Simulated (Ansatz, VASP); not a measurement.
# One calculation of WS2, two programs

```
CELL_PARAMETERS angstrom
3.08927 0.00000 0.00000
-1.54464 2.67539 0.00000
0.00000 0.00000 12.46677
ATOMIC_POSITIONS crystal
W 0.33333 0.66667 0.25000
W 0.66667 0.33333 0.75000
S 0.33333 0.66667 0.61342
S 0.66667 0.33333 0.11342
S 0.33333 0.66667 0.88658
S 0.66667 0.33333 0.38658
```

Alike in both runs: task single point; functional PBEsol; k mesh 12 × 12 × 2; occupations gaussian, width 0.05 eV; no spin polarisation.

```csv
,VASP,Ansatz
version,VASP 6.6.1,Ansatz 0.2.0
potentials or method,"VASP PAW PBE potentials, release 64 (W_sv, S), cutoff 520 eV","scalar-relativistic, plane waves, PAW"
valence electrons in the cell,52,52
```

Ansatz gave:

| Item | Value |
| --- | --- |
| gap on the k mesh at the Fermi level (eV) | 0.85 |
| least direct gap on the mesh (eV) | 1.71 |
| pressure (GPa) | -7.4 |
| traceless stress, the component that is largest in VASP (GPa) | -12.51 |
| rms of the force components (eV/Å) | 0.978 |

Estimate VASP's values.

gap on the k mesh at the Fermi level (eV): 0.85; least direct gap on the mesh (eV): 1.71; pressure (GPa): -7.3; traceless stress, the component that is largest in VASP (GPa): -12.50; rms of the force components (eV/Å): 0.972.

VASP's potentials were made for PBE, not for PBEsol, and Ansatz warns of the same on its side. Atom by atom the forces differ by 0.007 eV/Å (rms over components). With one functional, cell and mesh, what is left measures potentials, basis and numerics.

Spin-orbit coupling is off throughout.
